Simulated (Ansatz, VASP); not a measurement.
# One calculation of Zn8O7, two programs

```xyz
15
Lattice="6.5000 0.0000 0.0000 -3.2500 5.6292 0.0000 0.0000 0.0000 5.2100" Properties=species:S:1:pos:R:3 pbc="T T T"
Zn    0.0308    1.8473    5.1474
Zn    1.6322    0.9379    2.6436
Zn   -1.6493    4.6733    5.2080
Zn    0.0361    3.7825    2.5843
Zn    3.2442    1.8783    5.1984
Zn    4.8557    0.9212    2.6488
Zn    1.5322    4.6882    5.1868
Zn    3.2399    3.7869    2.5587
O    -0.0076    1.8880    1.9881
O     1.5962    0.9382    4.5717
O    -0.0575    3.7400    4.5673
O     3.2571    1.9023    2.0191
O     4.8781    0.9745    4.6274
O     1.6188    4.6710    2.0208
O     3.2019    3.7678    4.5971
```

Alike in both runs: task single point; functional PBE; k mesh 1 × 1 × 1; no spin polarisation.

|  | VASP | Ansatz |
| --- | --- | --- |
| version | VASP 6.6.1 | Ansatz development build ahead of 0.2.0 |
| potentials or method | VASP PAW PBE potentials, release 64 (Zn, O) | PAW (an earlier, plane waves, scalar-relativistic |
| plane-wave cutoff (eV) | 520 | 930 |
| occupations | fermi-dirac, width 0.01 eV | fermi-dirac |

```csv
,VASP,Ansatz,Ansatz less VASP
gap on the k mesh at the Fermi level (eV),3.05,3.08,+0.028
least direct gap on the mesh (eV),3.05,3.08,+0.028
```

The k mesh is coarse, so the values compare programs but aren't converged.
